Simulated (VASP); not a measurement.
A run of VASP 6.6.1:

The input INCAR:

```
SYSTEM = CuI
  ALGO = Normal
  EDIFF = 1E-6
  ENCUT = 520
  GGA = RP
  ISIF = 2
  ISMEAR = -1
  IVDW = 12
  LASPH = .TRUE.
  LCHARG = .FALSE.
  LREAL = .FALSE.
  LWAVE = .FALSE.
  NBANDS = 16
  NELM = 60
  PREC = Accurate
  SIGMA = 0.05
```

KPOINTS

```
k-points
0
G
  8 8 8
  0 0 0
```

The input POSCAR:

```
CuI
1.0
    0.0000000000      2.8699754131      2.8699754131
    2.8699754131      0.0000000000      2.8699754131
    2.8699754131      2.8699754131      0.0000000000
I Cu
1 1
Direct
    0.0000000000      0.0000000000      0.0000000000
    0.7500000000      0.7500000000      0.7500000000
```

Potentials or basis: VASP PAW PBE potentials, release 64 (I, Cu).

Command:

```console
$ cat potpaw_PBE.64/I/POTCAR potpaw_PBE.64/Cu/POTCAR > POTCAR
$ mpirun -np 1 vasp_std > vasp.out
```

Hardware: 1 thread of Intel(R) Xeon(R) 6975P-C (Granite Rapids), with other jobs on the host.

Problem. How long does it take, and how much memory?

Solution. Wall time 18 s on 1 thread of Intel(R) Xeon(R) 6975P-C (Granite Rapids) (shared host), peak memory 0.18 GiB. Counts: scf iterations 14, k points 29.
